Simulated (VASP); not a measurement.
Write the native input for VASP 6.6.1 that does the following.

| Item | Value |
| --- | --- |
| Task | single point |
| Functional | PBE |
| Potentials or basis | VASP PAW PBE potentials, release 64 (Zr_sv) |
| Cutoff | 520 eV |
| k mesh | 12 × 12 × 14 |
| Occupations | gaussian, width 0.1 eV |
| Spin | no spin polarisation |
| Dipole correction | no |
| Further INCAR settings | ALGO = Fast; EDIFF = 1e-06; NBANDS = 25 |

The structure of Zr lies in POSCAR:

```
Zr
1.0
    5.0421609096      0.0000000000      0.0000000000
   -2.5210804548      4.3666394377      0.0000000000
    0.0000000000      0.0000000000      3.1489948542
Zr
3
Direct
    0.0000000000      0.0000000000      0.0000000000
    0.3333333333      0.6666666667      0.5000000000
    0.6666666667      0.3333333333      0.5000000000
```

The input as run:

INCAR

```
ALGO = Fast ; EDIFF = 1E-6
ENCUT = 520 ; GGA = PE
ISIF = 2 ; ISMEAR = 0
LASPH = T ; LCHARG = F
LREAL = F ; LWAVE = F
NBANDS = 25 ; NELM = 80
PREC = Accurate ; SIGMA = 0.1
```

KPOINTS

```
k-points
0
Gamma
  12 12 14
```

Potentials or basis: VASP PAW PBE potentials, release 64 (Zr_sv).

Command:

```sh
$ cat potpaw_PBE.64/Zr_sv/POTCAR > POTCAR
$ mpirun -np 1 vasp_std > vasp.out
```

Results of the run:

- Pressure: 0.0 GPa
- Band gap on the k mesh: zero (band 18 reaches 9.27 eV, above the bottom of band 19 at 8.72 eV)

Run time: 12 min on 1 thread of AMD EPYC 7R13 (shared host), peak memory 0.3 GiB.
